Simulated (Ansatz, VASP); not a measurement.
Ga4AsP3: VASP beside Ansatz

File INCAR:

```
SYSTEM = Ga4AsP3
ALGO = Normal
EDIFF = 1E-6
ENCUT = 520
GGA = PE
GGA_COMPAT = .FALSE.
ISIF = 2
ISMEAR = -1
KPAR = 4
LASPH = .TRUE.
LCHARG = .FALSE.
LORBIT = 11
LORBMOM = .TRUE.
LREAL = .FALSE.
LSORBIT = .TRUE.
LWAVE = .FALSE.
MAGMOM = 0 0 0 0 0 0 0 0 0 0 0 0 0 0 0 0 0 0 0 0 0 0 0 0
NBANDS = 90
NELM = 150
PREC = Accurate
SIGMA = 0.02
```

File KPOINTS:

```
k-points
0
G
  6 6 6
  0 0 0
```

POSCAR

```
Ga4AsP3
1.0
    5.5040447875      0.0000000000      0.0000000000
    0.0000000000      5.5040447875      0.0000000000
    0.0000000000      0.0000000000      5.5040447875
P Ga As
3 4 1
Direct
    0.5000000000      0.0000000000      0.0000000000
    0.0000000000      0.5000000000      0.0000000000
    0.0000000000      0.0000000000      0.5000000000
    0.2458135314      0.7541864686      0.7541864686
    0.7541864686      0.2458135314      0.7541864686
    0.7541864686      0.7541864686      0.2458135314
    0.2458135314      0.2458135314      0.2458135314
    0.5000000000      0.5000000000      0.5000000000
```

Input for Ansatz:

```yaml
crystal:
  lattice:
    - [5.5040447875, 0.0, 0.0]
    - [0.0, 5.5040447875, 0.0]
    - [0.0, 0.0, 5.5040447875]
  atoms:
    - { symbol: P, position: [0.5, 0.0, 0.0] }
    - { symbol: Ga, position: [0.2458135314, 0.7541864686, 0.7541864686] }
    - { symbol: P, position: [0.0, 0.5, 0.0] }
    - { symbol: Ga, position: [0.7541864686, 0.2458135314, 0.7541864686] }
    - { symbol: P, position: [0.0, 0.0, 0.5] }
    - { symbol: Ga, position: [0.7541864686, 0.7541864686, 0.2458135314] }
    - { symbol: As, position: [0.5, 0.5, 0.5] }
    - { symbol: Ga, position: [0.2458135314, 0.2458135314, 0.2458135314] }
kpoints:
  mp_grid: { grid: [6, 6, 6] }
  band_path:
    path: [[0.0, 0.0, 0.0], [0.0, 0.5, 0.0], [0.5, 0.5, 0.0], [0.5, 0.5, 0.5]]
    npoints: 1
hamiltonian:
  xc: pbe
scf:
  occupations: { method: fermi_dirac, width: 0.02 }
  n_extra_bands: 12
magnetization:
  noncollinear: true
  spin_orbit: true
output:
  forces: true
  stress: true
  eigenvalues: true
```

Alike in both runs: task single point; functional PBE; k mesh 6 × 6 × 6; occupations fermi-dirac, width 0.02 eV; non-collinear spin, spin-orbit coupling.

|  | VASP | Ansatz |
| --- | --- | --- |
| version | VASP 6.6.1 | Ansatz 0.2.0 |
| potentials or method | VASP PAW PBE potentials, release 64 (P, Ga_d, As) | plane waves, PAW |
| plane-wave cutoff (eV) | 520 | 420 |
| valence electrons in the cell | 72 | 82 |

Ansatz gave:

| Item | Value |
| --- | --- |
| pressure (GPa) | 2.5 |
| rms of the force components (eV/Å) | 0.020 |

Question: Which values does VASP return?

Answer: Pressure (GPa): 2.6; rms of the force components (eV/Å): 0.027.

VASP's potentials hold 72 valence electrons a cell and Ansatz's 82, so a difference there can come from the potentials and not from the codes.
